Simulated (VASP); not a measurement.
# AlN (P6_3mc) in VASP: a series of runs

AlN is run at these levels: LDA; tasks: single point.

Program: VASP 6.6.1. These are calculated values, not measurements. Logs are shortened: lines on timing, memory, paths and dates and some standing lists are left out, and cuts for length are marked.

### 1 The cell of the first run

It takes space group P6_3mc (No. 186, hexagonal). Conventional cell: a = 3.027 Å, b = 3.027 Å, c = 5.000 Å, α = 90.00°, β = 90.00°, γ = 120.00°. Within 2.5 Å of Al (site symmetry 3m) lie 4 N at 1.85 to 1.88 Å. Within 2.5 Å of N (site symmetry 3m) lie 4 Al at 1.85 to 1.88 Å.

### 2 Single point, LDA (in-plane strain -0.02, then relaxed in part)

File INCAR:

```
ALGO = Normal ; EDIFF = 1E-6
ENCUT = 520 ; ISIF = 2
ISMEAR = 0 ; LASPH = True
LCHARG = False ; LREAL = False
LWAVE = False ; NBANDS = 16
NELM = 100 ; PREC = Accurate
SIGMA = 0.01
```

File KPOINTS:

```
k-points
0
Gamma
  8 8 4
```

File POSCAR:

```
AlN
1.0
    3.0269946508      0.0000000000      0.0000000000
   -1.5134973254      2.6214542647      0.0000000000
    0.0000000000      0.0000000000      5.0004440470
Al N
2 2
Direct
    0.3333333333      0.6666666667      0.0019499163
    0.6666666667      0.3333333333      0.5019499163
    0.3333333333      0.6666666667      0.3780500837
    0.6666666667      0.3333333333      0.8780500837
```

Potentials or basis: VASP PAW LDA potentials, release 64 (Al, N).

Run with:

```
$ cat potpaw_LDA.64/Al/POTCAR potpaw_LDA.64/N/POTCAR > POTCAR
$ mpirun -np 1 vasp_std > vasp.out
```

OUTCAR:

```text
EDIFF = 1E-6
   ENCUT = 520
   ISIF = 2
   ISMEAR = 0
   LASPH = True
   LREAL = False
   NELM = 100
   PREC = Accurate

 ion  position               nearest neighbor table
   1  0.333  0.667  0.002-   4 1.85   4 1.85   4 1.85   3 1.88   2 3.05   2 3.05   2 3.05   2 3.05
                             2 3.05   2 3.05
   2  0.667  0.333  0.502-   3 1.85   3 1.85   3 1.85   4 1.88   1 3.05   1 3.05   1 3.05   1 3.05
                             1 3.05   1 3.05
   3  0.333  0.667  0.378-   2 1.85   2 1.85   2 1.85   1 1.88
   4  0.667  0.333  0.878-   1 1.85   1 1.85   1 1.85   2 1.88

  LATTYP: Found a hexagonal cell.
 ALAT       =     3.0269946508
 C/A-ratio  =     1.6519500772

  Lattice vectors:

 A1 = (   3.0269946508,   0.0000000000,   0.0000000000)
 A2 = (  -1.5134973254,   2.6214542647,   0.0000000000)
 A3 = (   0.0000000000,   0.0000000000,   5.0004440470)

Analysis of symmetry for initial positions (statically):
=====================================================================
 Subroutine PRICEL returns:
 Original cell was already a primitive cell.

 Routine SETGRP: Setting up the symmetry group for a
 hexagonal supercell.

 Subroutine GETGRP returns: Found 12 space group operations
 (whereof  6 operations were pure point group operations)
 out of a pool of 24 trial point group operations.

The static configuration has the point symmetry C_3v.
 The point group associated with its full space group is C_6v.

Analysis of symmetry for dynamics (positions and initial velocities):
=====================================================================
 Subroutine PRICEL returns:
 Original cell was already a primitive cell.

 Routine SETGRP: Setting up the symmetry group for a
 hexagonal supercell.

 Subroutine GETGRP returns: Found 12 space group operations
 (whereof  6 operations were pure point group operations)
 out of a pool of 24 trial point group operations.

The dynamic configuration has the point symmetry C_3v.
 The point group associated with its full space group is C_6v.

 Subroutine INISYM returns: Found 12 space group operations
 (whereof  6 operations are pure point group operations),
 and found     1 'primitive' translations

----------------------------------------------------------------------------------------

                                     Primitive cell

  volume of cell :      39.6792

  direct lattice vectors                    reciprocal lattice vectors
     3.026994651  0.000000000  0.000000000     0.330360676  0.190733825  0.000000000
    -1.513497325  2.621454265  0.000000000     0.000000000  0.381467651  0.000000000
     0.000000000  0.000000000  5.000444047     0.000000000  0.000000000  0.199982240

  length of vectors
     3.026994651  3.026994651  5.000444047     0.381467651  0.381467651  0.199982240

  position of ions in fractional coordinates (direct lattice)
     0.333333333  0.666666667  0.001949916
     0.666666667  0.333333333  0.501949916
     0.333333333  0.666666667  0.378050084
     0.666666667  0.333333333  0.878050084

  ion indices of the primitive-cell ions
   primitive index   ion index
                 1           1
                 2           2
                 3           3
                 4           4

----------------------------------------------------------------------------------------

 KPOINTS: k-points

Automatic generation of k-mesh.
 Grid dimensions read from file:
 generate k-points for:    8    8    4

 Generating k-lattice:

  Cartesian coordinates                     Fractional coordinates (reciprocal lattice)
     0.041295085  0.023841728  0.000000000     0.125000000  0.000000000  0.000000000
     0.000000000  0.047683456  0.000000000     0.000000000  0.125000000  0.000000000
     0.000000000  0.000000000  0.049995560     0.000000000  0.000000000  0.250000000

  Length of vectors
     0.047683456  0.047683456  0.049995560

  Shift w.r.t. Gamma in fractional coordinates (k-lattice)
     0.000000000  0.000000000  0.000000000

 Subroutine IBZKPT returns following result:
 ===========================================

 Found     30 irreducible k-points:

 Following reciprocal coordinates:
            Coordinates               Weight
  0.000000  0.000000  0.000000      1.000000
  0.125000  0.000000  0.000000      6.000000
  0.250000  0.000000  0.000000      6.000000
  0.375000  0.000000  0.000000      6.000000
  0.500000  0.000000  0.000000      3.000000
  0.125000  0.125000  0.000000      6.000000
[... 16 lines left out ...]
  0.250000  0.000000  0.500000      6.000000
  0.375000  0.000000  0.500000      6.000000
 [... further k-points ...]
   k-points           NKPTS =     30   k-points in BZ     NKDIM =     30   number of bands    NBANDS=     16
   number of dos      NEDOS =    301   number of ions     NIONS =      4
   total plane-waves  NPLWV =  23040
   dimension x,y,z NGX =    24 NGY =   24 NGZ =   40
   dimension x,y,z NGXF=    48 NGYF=   48 NGZF=   80
   ions per type =               2   2
   NGX,Y,Z   is equivalent  to a cutoff of  13.18, 13.18, 13.30 a.u.
   NGXF,Y,Z  is equivalent  to a cutoff of  26.36, 26.36, 26.60 a.u.
 SYSTEM =  unknown system
   PREC   = accura    normal or accurate (medium, high low for compatibility)
   ISTART =      0    job   : 0-new  1-cont  2-samecut
   ICHARG =      2    charge: 1-file 2-atom 10-const
   ISPIN  =      1    spin polarized calculation?
   LNONCOLLINEAR =      F non collinear calculations
   LSORBIT =      F    spin-orbit coupling
   LASPH  =      T    aspherical Exc in radial PAW
   ENCUT  =  520.0 eV  38.22 Ry    6.18 a.u.   5.63  5.63  9.30*2*pi/ulx,y,z
   NELM   =    100;   NELMIN=  2; NELMDL= -5     # of ELM steps
   EDIFF  = 0.1E-05   stopping-criterion for ELM
   LREAL  =      F    real-space projection
   EDIFFG = 0.1E-04   stopping-criterion for IOM
   NSW    =      0    number of steps for IOM
   IBRION =     -1    ionic relax: 0-MD 1-quasi-New 2-CG
   NFREE  =      0    steps in history (QN), initial steepest desc. (CG)
   ISIF   =      2    stress and relaxation
   ISYM   =      2    0-nonsym 1-usesym 2-fastsym
   POTIM  = 0.5000    time-step for ionic-motion
   TEBEG  =    0.0;   TEEND  =   0.0 temperature during run
   PSTRESS=    0.0 pullay stress
   NELECT =      16.0000    total number of electrons
   NUPDOWN=      -1.0000    fix difference up-down
   EMIN   =  10.00;   EMAX   =-10.00  energy-range for DOS
   EFERMI =   0.00;   METHOD = LEGACY
   ISMEAR =     0;   SIGMA  =   0.01  broadening in eV -4-tet -1-fermi 0-gaus
   EFERMI_NEDOS =   21; number of points for ismear=-14 and -15
   IALGO  =     38    algorithm
   IMIX   =      4    mixing-type and parameters
     AMIX     =   0.40;   BMIX     =  1.00
     AMIX_MAG =   1.60;   BMIX_MAG =  1.00
  volume/ion in A,a.u.               =       9.92        66.94
  Fermi-wavevector in a.u.,A,eV,Ry     =   1.209467  2.285561 19.902741  1.462810
  Thomas-Fermi vector in A             =   2.345043
   LORBIT       =      0    0 simple, 1 ext, 2 COOP (PROOUT), +10 PAW based schemes
   GGA     = CA    functional components
   LHFCALC =     F    Hartree Fock is set to
   AEXX    =    0.0000 exact exchange contribution
   IVDW    =     0    specifies the selected vdW correction
   LEPSILON=     F    determine dielectric tensor
   LRPA    =     F    only Hartree local field effects (RPA)
 non-spin polarized calculation
 Gauss-broadening in eV      SIGMA  =   0.01
  energy-cutoff  :      520.00
  volume of cell :       39.68
 maximum number of plane-waves:      1099
 NGX is ok and might be reduce to    24
   NGX = 11   NGY = 11   NGZ = 19

 number of electron      15.9999998 magnetization

 Free energy of the ion-electron system (eV)
  ---------------------------------------------------
  ext. energy  EPLUGINS =         0.00000000
  ---------------------------------------------------
  free energy    TOTEN  =       -32.78458337 eV

  energy without entropy =      -32.78458337  energy(sigma->0) =      -32.78458337

 E-fermi :   6.3237     XC(G=0): -11.4720

 val. band max:        6.2575043395   @ k =   0.0000   0.0000   0.0000
 cond. band min:      11.0310809820   @ k =   0.0000   0.0000   0.0000
 fundamental gap:      4.7735766425
 Fermi energy:         6.3237416668

 k-point     1 :       0.0000    0.0000    0.0000
  band No.  band energies     occupation
      1      -8.9473      2.00000
      2      -6.7000      2.00000
      3      -0.0109      2.00000
      4       5.6781      2.00000
      5       5.6781      2.00000
      6       6.1867      2.00000
[... 8 lines left out ...]
     15      20.0161      0.00000
     16      20.0161      0.00000

 k-point     2 :       0.1250    0.0000    0.0000
  band No.  band energies     occupation
      1      -8.7274      2.00000
      2      -6.5652      2.00000
      3       0.2434      2.00000
      4       4.7464      2.00000
      5       5.4158      2.00000
      6       5.4191      2.00000
[... 8 lines left out ...]
     15      19.6320      0.00000
     16      19.8143      0.00000

 k-point     3 :       0.2500    0.0000    0.0000
  band No.  band energies     occupation
      1      -8.1106      2.00000
      2      -6.2364      2.00000
      3       0.9755      2.00000
      4       2.8884      2.00000
      5       3.8888      2.00000
      6       4.9279      2.00000
[... 8 lines left out ...]
     15      18.6913      0.00000
     16      20.2090      0.00000

 k-point     4 :       0.3750    0.0000    0.0000
  band No.  band energies     occupation
      1      -7.2646      2.00000
      2      -5.9686      2.00000
      3       1.3048      2.00000
      4       2.0521      2.00000
      5       2.5518      2.00000
      6       4.5285      2.00000
[... 8 lines left out ...]
     15      18.9642      0.00000
     16      21.7637      0.00000
[... 324 lines left out ...]
 k-point    22 :       0.1250    0.0000    0.5000
  band No.  band energies     occupation
      1      -7.8372      2.00000
      2      -7.8372      2.00000
      3       2.7771      2.00000
      4       2.7771      2.00000
      5       5.3327      2.00000
      6       5.3327      2.00000
[... 8 lines left out ...]
     15      18.8108      0.00000
     16      18.8108      0.00000

 k-point    23 :       0.2500    0.0000    0.5000
  band No.  band energies     occupation
      1      -7.3084      2.00000
      2      -7.3084      2.00000
      3       2.2842      2.00000
      4       2.2842      2.00000
      5       4.5897      2.00000
      6       4.5897      2.00000
[... 8 lines left out ...]
     15      19.6480      0.00000
     16      19.6480      0.00000

 k-point    24 :       0.3750    0.0000    0.5000
  band No.  band energies     occupation
      1      -6.6559      2.00000
      2      -6.6559      2.00000
      3       1.1405      2.00000
      4       1.1405      2.00000
      5       4.6870      2.00000
      6       4.6870      2.00000
[... 8 lines left out ...]
     15      19.9138      0.00000
     16      19.9138      0.00000

 [... further k-points ...]
[... 5 lines left out ...]
  --------------------------------------------------------------------------------------
  -------------------------------------------------------------------------------------
  Total        2.7218066      2.7218066      0.1555037     -0.0000000      0.0000000      0.0000000
  in kB      109.9019332    109.9019332      6.2789740     -0.0000000      0.0000000      0.0000000
  external PRESSURE =      75.3609468 kB  Pullay stress =       0.0000000 kB

 VOLUME and BASIS-vectors are now :
 -----------------------------------------------------------------------------
  energy-cutoff  :      520.00
  volume of cell :       39.68
      direct lattice vectors                 reciprocal lattice vectors
     3.026994651  0.000000000  0.000000000     0.330360676  0.190733825  0.000000000
    -1.513497325  2.621454265  0.000000000     0.000000000  0.381467651  0.000000000
     0.000000000  0.000000000  5.000444047     0.000000000  0.000000000  0.199982240

 POSITION                                       TOTAL-FORCE (eV/Angst)
 -----------------------------------------------------------------------------------
     -0.00000      1.74764      0.00975        -0.000000      0.000000      0.006917
      1.51350      0.87382      2.50997         0.000000      0.000000      0.006917
     -0.00000      1.74764      1.89042        -0.000000      0.000000     -0.006917
      1.51350      0.87382      4.39064         0.000000     -0.000000     -0.006917
 -----------------------------------------------------------------------------------
    total drift:                               -0.000000     -0.000000     -0.000137

  FREE ENERGIE OF THE ION-ELECTRON SYSTEM (eV)
  ---------------------------------------------------
  free  energy   TOTEN  =       -32.7845833675 eV

  energy  without entropy=      -32.7845833675  energy(sigma->0) =      -32.78458337
```

Wall time 30 s (1 thread of AMD EPYC 7R13, shared host); peak memory 0.11 GiB.

What came out:

- Free energy: -32.7846 eV
- Pressure: 7.5 GPa
- Largest force: 0.007 eV/Å
- Band gap on the k mesh: 4.77 eV, direct

Forces in eV/Å, atoms in the order of the input:
```
Al   0.000  0.000  0.007
Al   0.000  0.000  0.007
N    0.000  0.000 -0.007
N    0.000  0.000 -0.007
```

Stress tensor (GPa, compression positive):
```
10.99  0.00  0.00
 0.00 10.99  0.00
 0.00  0.00  0.63
```

Caveat: the cell differs from its parent crystal (in-plane strain -0.02, then relaxed in part).

[end of part 1 of 2]
